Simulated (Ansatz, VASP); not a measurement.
**AlRu in VASP and in Ansatz**

File INCAR:

```
SYSTEM = AlRu
  PREC = Accurate
  ENCUT = 520
  EDIFF = 1E-7
  ISMEAR = 0
  SIGMA = 0.15
  LREAL = .FALSE.
  LASPH = .TRUE.
  NELM = 80
  ALGO = Fast
  ISIF = 2
  LWAVE = .FALSE.
  LCHARG = .FALSE.
  GGA = PE
  NBANDS = 16
```

The input KPOINTS:

```
Automatic mesh
0
G
  18 18 18
  0 0 0
```

The input POSCAR:

```
AlRu
1.0
    2.9935859682      0.0777554797      0.0777554797
    0.0777554797      2.9935859682      0.0777554797
    0.0777554797      0.0777554797      2.9935859682
Al Ru
1 1
Direct
    0.0000000000      0.0000000000      0.0000000000
    0.5000000000      0.5000000000      0.5000000000
```

Input for Ansatz:

```yaml
crystal:
  lattice:
    - [2.9935859682, 0.0777554797, 0.0777554797]
    - [0.0777554797, 2.9935859682, 0.0777554797]
    - [0.0777554797, 0.0777554797, 2.9935859682]
  atoms:
    - { symbol: Al, position: [0.0, 0.0, 0.0] }
    - { symbol: Ru, position: [0.5, 0.5, 0.5] }
basis:
  ecutwfc: 420
kpoints:
  mp_grid: { grid: [18, 18, 18] }
hamiltonian:
  xc: pbe
scf:
  occupations: { method: gaussian, width: 0.15 }
output:
  forces: true
  stress: true
  eigenvalues: true
```

Alike in both runs: task single point; functional PBE; k mesh 18 × 18 × 18; occupations gaussian, width 0.15 eV; no spin polarisation.

|  | VASP | Ansatz |
| --- | --- | --- |
| version | VASP 6.6.1 | Ansatz 0.2.0 |
| potentials or method | VASP PAW PBE potentials, release 64 (Al, Ru_pv), cutoff 520 eV | scalar-relativistic, plane waves, PAW |
| valence electrons in the cell | 17 | 19 |

Ansatz gave:

| Quantity | Value |
| --- | --- |
| gap on the k mesh at the Fermi level (eV) | none |
| pressure (GPa) | 3.7 |
| traceless stress, the component that is largest in VASP (GPa) | -5.58 |

Q: Estimate VASP's values.

A: gap on the k mesh at the Fermi level (eV): none; pressure (GPa): 3.6; traceless stress, the component that is largest in VASP (GPa): -5.59.

A gap of «none» marks a metal or a gap that the smearing closes. The functional is the same, so the differences come from potentials, cutoffs and numerics. VASP's potentials hold 17 valence electrons a cell and Ansatz's 19, so a difference there can come from the potentials and not from the codes.
